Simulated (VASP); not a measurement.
Input of a VASP 6.6.1 run:

The input INCAR:

```
PREC = Accurate
ENCUT = 520
EDIFF = 1E-7
ISMEAR = -1
SIGMA = 0.05
LREAL = F
LASPH = T
NELM = 150
ALGO = Normal
ISIF = 2
LWAVE = F
LCHARG = F
ISPIN = 2
MAGMOM = 1 2 0 0
LORBIT = 11
LMAXMIX = 4
NBANDS = 28
```

KPOINTS

```
Automatic mesh
0
Gamma
  9 9 6
```

Contents of POSCAR:

```
CoNiO2
1.0
    3.0143330000      0.0000000000      0.0000000000
    0.0000000000      3.0143330000      0.0000000000
    0.0000000000      0.0000000000      4.2222850000
Ni Co O
1 1 2
Direct
    0.0000000000      0.0000000000      0.0000000000
    0.5000000000      0.5000000000      0.5000000000
    0.0000000000      0.0000000000      0.5000000000
    0.5000000000      0.5000000000      0.0000000000
```

Potentials or basis: VASP PAW LDA potentials, release 64 (Ni, Co, O).

Run with:

```console
$ cat potpaw_LDA.64/Ni/POTCAR potpaw_LDA.64/Co/POTCAR potpaw_LDA.64/O/POTCAR > POTCAR
$ mpirun -np 1 vasp_std > vasp.out
```

(1) What does it give for the net moment?

(2) What does it give for the pressure?

(3) Estimate the site moments.

Results:

(1) 3.35 μB per cell.

(2) -23.3 GPa.

(3) Ni +0.60; Co +2.31; O +0.21, +0.15 μB.
